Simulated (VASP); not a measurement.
Input of a VASP 6.6.1 run:

The input INCAR:

```
ALGO = Normal ; EDIFF = 1E-7
ENCUT = 520 ; GGA = PS
ISIF = 2 ; ISMEAR = 1
LASPH = True ; LCHARG = False
LREAL = False ; LWAVE = False
NBANDS = 7 ; NELM = 100
PREC = Accurate ; SIGMA = 0.1
```

Contents of KPOINTS:

```
k-points
0
Gamma
  23 23 23
```

File POSCAR:

```
Be
1.0
   -1.0962431734      1.0962431734      1.0962431734
    1.0962431734     -1.0962431734      1.0962431734
    1.0962431734      1.0962431734     -1.0962431734
Be
1
Direct
    0.0000000000      0.0000000000      0.0000000000
```

Potentials or basis: VASP PAW PBE potentials, release 64 (Be).

Run with:

```sh
$ cat potpaw_PBE.64/Be/POTCAR > POTCAR
$ mpirun -np 1 vasp_std > vasp.out
```

(1) Predict the pressure.

(2) What does it give for the band gap on the k mesh?

Results:

(1) 92.1 GPa.

(2) zero (band 1 reaches 16.67 eV, above the bottom of band 2 at 9.98 eV).

Caveat: the PAW data sets were made with another functional, which shifts forces and pressure a little.
